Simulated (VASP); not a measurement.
# Cu: relaxation of cell and atoms with PBEsol

The system is Cu.

```
CELL_PARAMETERS angstrom
0.00000 1.80750 1.80750
1.80750 0.00000 1.80750
1.80750 1.80750 0.00000
ATOMIC_POSITIONS crystal
Cu 0.00000 0.00000 0.00000
```

```yaml
Program: VASP 6.6.1
Task: relaxation of cell and atoms
Functional: PBEsol
Potentials_or_basis: VASP PAW PBE potentials, release 64 (Cu)
Cutoff: 600 eV
k_mesh: 12 × 12 × 12
Occupations: gaussian, width 0.05 eV
Spin: no spin polarisation
Dipole_correction: no
Further_INCAR_settings: ALGO = Normal; EDIFF = 1e-07; IBRION = 2; EDIFFG = -0.02; NSW = 80; ISIF = 3
```

- Relaxed volume: 11.36 Å³/atom
- Relaxed cell: a = 2.523 Å, b = 2.523 Å, c = 2.523 Å, α = 60.00°, β = 60.00°, γ = 60.00°
- Space group after relaxing (to 0.1 Å): Fm-3m (No. 225)
- Energy gained by relaxing: 8.7 meV/atom
- Ionic steps: 3
- Pressure after relaxing: 0.0 GPa
- Band gap on the k mesh: zero (an odd number of electrons rules out a gap without spin polarisation)

The path:
```
step  energy change (eV)  largest force (eV/Å)  pressure (GPa)  volume (Å³)
   1              0.0000                0.0000           -5.86        11.81
   2             -0.0052                0.0000            4.20        11.09
   3             -0.0087                0.0000            0.01        11.36
```

Final structure:
```yaml
crystal:
  lattice:
    - [0.00000, 1.78403, 1.78403]
    - [1.78403, 0.00000, 1.78403]
    - [1.78403, 1.78403, 0.00000]
  atoms:
    - { symbol: Cu, position: [0.00000, 0.00000, 0.00000] }
```

Levels at points of the mesh, in eV from the Fermi level:
```csv
k point,band 3,band 4,band 5,band 6,band 7,band 8,band 9
"(0.00, 0.00, 0.00)",-3.07,-3.07,-2.19,-2.19,22.98,25.90,25.90
"(0.50, 0.00, 0.00)",-3.11,-1.59,-1.59,-1.07,4.02,21.45,22.71
"(0.50, 0.50, 0.00)",-1.60,-1.44,-1.44,1.51,7.45,13.42,13.42
```

Run time: 25 s on 1 thread of Intel Xeon 8259CL, with other jobs on the host, peak memory 0.13 GiB.

Caveat: the PAW data sets were made with another functional, which shifts forces and pressure a little.
